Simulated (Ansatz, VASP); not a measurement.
## Two plane-wave programs on Cl

File INCAR:

```
ALGO = Normal
EDIFF = 1E-6
EDIFFG = -0.005
ENCUT = 600
GGA = PS
IBRION = 2
ISIF = 3
ISMEAR = -1
LASPH = T
LCHARG = F
LREAL = F
LWAVE = F
NELM = 100
NSW = 60
PREC = Accurate
SIGMA = 0.08
```

Contents of KPOINTS:

```
k-points
0
Gamma
  15 15 15
```

File POSCAR:

```
Cl
1.0
    2.8748519142      0.0000000000      0.0000000000
    0.0000000000      2.8748519142      0.0000000000
    0.0000000000      0.0000000000      2.8748519142
Cl
1
Direct
    0.0000000000      0.0000000000      0.0000000000
```

Input for Ansatz:

```yaml
crystal:
  lattice:
    - [2.8748519142, 0.0, 0.0]
    - [0.0, 2.8748519142, 0.0]
    - [0.0, 0.0, 2.8748519142]
  atoms:
    - { symbol: Cl, position: [0.0, 0.0, 0.0] }
kpoints:
  mp_grid: { grid: [15, 15, 15] }
scf:
  occupations: { method: fermi_dirac, width: 0.08 }
hamiltonian:
  xc: pbesol
  pseudopotentials: { kind: paw }
output:
  forces: true
  stress: true
  write_density: true
  write_potential: true
  elf: true
  volumetric_format: npy
relax:
  f_tol: 0.005
  max_steps: 40
  cell: {}
```

Alike in both runs: task relaxation of cell and atoms; functional PBEsol; k mesh 15 × 15 × 15; occupations fermi-dirac, width 0.08 eV; no spin polarisation.

```csv
,VASP,Ansatz
version,VASP 6.6.1,Ansatz 0.2.0
potentials or method,"VASP PAW PBE potentials, release 64 (Cl)","PAW with Ansatz's default frozen-core files, scalar-relativistic"
plane-wave cutoff (eV),600,420
valence electrons in the cell,7,7
```

|  | VASP | Ansatz | Ansatz less VASP |
| --- | --- | --- | --- |
| relaxed volume (Å³/atom) | 21.63 | 21.63 | +0.002 |
| relaxed cell length with the largest relative difference (Å) | 2.786 | 2.786 | +0.0001 |

VASP's potentials were made for PBE, not for PBEsol.
